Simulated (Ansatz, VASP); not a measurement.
## One calculation of Mo, two programs

```xyz
1
Lattice="2.7705 0.0000 0.0000 -1.3852 2.3993 0.0000 1.3852 0.7998 2.3420" Properties=species:S:1:pos:R:3 pbc="T T T"
Mo    0.0000    0.0000    0.0000
```

Change from the starting cell: band edges of the strained film's bulk.

Alike in both runs: task single point; functional PBEsol; k mesh 15 × 15 × 15; occupations gaussian, width 0.1 eV; no spin polarisation.

```csv
,VASP,Ansatz
version,VASP 6.6.1,Ansatz 0.2.0
potentials or method,"VASP PAW PBE potentials, release 64 (Mo_sv), cutoff 520 eV","scalar-relativistic, plane waves, PAW"
valence electrons in the cell,14,14
```

```tsv
	VASP	Ansatz	Ansatz less VASP
gap on the k mesh at the Fermi level (eV)	none	none	-
pressure (GPa)	0.6	0.1	-0.49
traceless stress, the component that is largest in VASP (GPa)	-0.10	-0.08	+0.019
```

VASP's potentials were made for PBE, not for PBEsol. A gap of «none» marks a metal or a gap that the smearing closes.
